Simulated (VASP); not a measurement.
Wanted: the native input for a VASP 6.6.1 run.

| Item | Value |
| --- | --- |
| Task | single point |
| Functional | r2SCAN |
| Potentials or basis | VASP PAW PBE potentials, release 64 (W_sv) |
| Cutoff | 550 eV |
| k mesh | 16 × 16 × 12 |
| Occupations | gaussian, width 0.15 eV |
| Spin | no spin polarisation |
| Dipole correction | no |
| Further INCAR settings | ALGO = Normal; EDIFF = 1e-06; NBANDS = 21 |

W:

```
W
1.0
     0.00000   -2.03000   -2.03000
     0.00000    2.03000   -2.03000
     4.06000    0.00000    0.00000
W
2
Direct
  0.43033 0.50000 0.50000
  0.06967 0.00000 0.00000
```

This cell differs from its parent crystal: atoms displaced along a vibrational mode.

These files were run (other wordings do the same):

POSCAR

```
W
1.0
    0.0000000000     -2.0300000000     -2.0300000000
    0.0000000000      2.0300000000     -2.0300000000
    4.0600000000      0.0000000000      0.0000000000
W
2
Direct
    0.4303343073      0.5000000000      0.5000000000
    0.0696656927      0.0000000000      0.0000000000
```

INCAR.step1

```
  PREC = Accurate
  ENCUT = 550
  ISMEAR = 0
  SIGMA = 0.15
  LREAL = False
  LASPH = True
  NELM = 120
  NBANDS = 21
  GGA = PE
  ALGO = Normal
  EDIFF = 1E-5
  LWAVE = True
  LCHARG = False
  GGA_COMPAT = False
```

INCAR.step2

```
  PREC = Accurate
  ENCUT = 550
  EDIFF = 1E-6
  ISMEAR = 0
  SIGMA = 0.15
  LREAL = False
  LASPH = True
  NELM = 120
  ALGO = Normal
  ISIF = 2
  LWAVE = False
  LCHARG = False
  METAGGA = R2SCAN
  LMIXTAU = True
  NBANDS = 21
  ISTART = 1
  GGA_COMPAT = False
```

KPOINTS

```
Automatic mesh
0
Gamma
  16 16 12
```

Potentials or basis: VASP PAW PBE potentials, release 64 (W_sv).

The run is started by

```console
$ cat potpaw_PBE.64/W_sv/POTCAR > POTCAR
$ cp INCAR.step1 INCAR
$ mpirun -np 1 vasp_std > vasp.out
$ cp INCAR.step2 INCAR
$ mpirun -np 1 vasp_std > vasp.out
```

Results of the run:

```
Pressure               : -0.3 GPa
Largest force          : 0.849 eV/Å
Band gap on the k mesh : zero (bands 14 and 15 overlap by 2.45 eV)
```

Caveat: the cell differs from its parent crystal (atoms displaced along a vibrational mode); the PAW data sets were made with another functional, which shifts forces and pressure a little; spin-orbit coupling is left out, which moves the levels of the heavy elements.

It took 12 min on 1 thread of Oxide Virtual Turin-like Processor (shared host), peak memory 0.39 GiB.
